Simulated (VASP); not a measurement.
Wanted: the native input for a VASP 6.6.1 run.

| Property | Result |
| --- | --- |
| Task | single point |
| Functional | PBE |
| Potentials or basis | VASP PAW PBE potentials, release 64 (Ta_pv) |
| Cutoff | 500 eV |
| k mesh | 18 × 18 × 10 |
| Occupations | gaussian, width 0.15 eV |
| Spin | no spin polarisation |
| Dipole correction | no |
| Further INCAR settings | ALGO = Normal; EDIFF = 1e-06; NBANDS = 18 |

The structure of Ta lies in POSCAR:

```
Ta
1.0
   -1.6512800000      1.6512800000      1.6512800000
    1.6512800000     -1.6512800000      1.6512800000
    3.3025600000      3.3025600000      0.0000000000
Ta
2
Direct
   -0.0192697817      0.0192697817      0.0000000000
    0.5192697817      0.4807302183      0.5000000000
```

This cell differs from its parent crystal: mode 4 (91.0 1/cm) frozen in, largest displacement +0.090 Å.

These files were run (other wordings do the same):

INCAR

```
SYSTEM = Ta
ALGO     = Normal         ! electronic algorithm
EDIFF    = 1E-6           ! SCF threshold, eV
ENCUT    = 500            ! plane-wave cutoff, eV
GGA      = PE             ! functional
GGA_COMPAT= .False.      
ISIF     = 2              ! what is computed and relaxed
ISMEAR   = 0              ! smearing method
LASPH    = .True.         ! aspherical terms in the spheres
LCHARG   = .False.        ! write CHGCAR
LREAL    = .False.        ! projectors in reciprocal space
LWAVE    = .False.        ! write WAVECAR
NBANDS   = 18             ! bands
NELM     = 120            ! most SCF steps
PREC     = Accurate       ! precision mode
SIGMA    = 0.15           ! smearing width, eV
```

KPOINTS

```
k-points
0
Gamma
  18 18 10
  0 0 0
```

Potentials or basis: VASP PAW PBE potentials, release 64 (Ta_pv).

Launch:

```sh
$ cat potpaw_PBE.64/Ta_pv/POTCAR > POTCAR
$ mpirun -np 1 vasp_std > vasp.out
```

It gave:

| Property | Result |
| --- | --- |
| Pressure | 3.6 GPa |
| Largest force | 0.481 eV/Å |
| Band gap on the k mesh | zero (band 11 reaches 7.06 eV, above the bottom of band 12 at 4.35 eV) |

Caveat: the cell differs from its parent crystal (mode 4 (91.0 1/cm) frozen in, largest displacement +0.090 Å); spin-orbit coupling is left out, which moves the levels of the heavy elements.

It took 2.9 min on 1 thread of Intel(R) Xeon(R) Platinum 8175M CPU @ 2.50GHz (Skylake/Cascade Lake), with other jobs on the host, peak memory 0.38 GiB.
